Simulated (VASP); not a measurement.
Input of a VASP 6.6.1 run:

The input INCAR:

```
SYSTEM = CdSe
PREC = Accurate
ENCUT = 520
EDIFF = 1E-6
ISMEAR = 0
SIGMA = 0.02
LREAL = .False.
LASPH = .True.
NELM = 100
ALGO = Normal
ISIF = 2
LWAVE = .False.
LCHARG = .False.
GGA = PE
NBANDS = 16
```

The input KPOINTS:

```
Automatic mesh
0
Gamma
  12 12 12
  0 0 0
```

Contents of POSCAR:

```
CdSe
1.0
   -2.2339636926      2.2339636926      3.1558939518
    2.2339636926     -2.2339636926      3.1558939518
    2.2339636926      2.2339636926     -3.1558939518
Cd Se
1 1
Direct
    0.0000000000      0.0000000000      0.0000000000
    0.2500000000      0.7500000000      0.5000000000
```

Potentials or basis: VASP PAW PBE potentials, release 64 (Cd, Se).

Command:

```sh
$ cat potpaw_PBE.64/Cd/POTCAR potpaw_PBE.64/Se/POTCAR > POTCAR
$ mpirun -np 1 vasp_std > vasp.out
```

(1) What does it give for the band gap on the k mesh?

(2) What does it give for the pressure?

## Answers

(1) 0.37 eV, direct.

(2) -2.1 GPa.
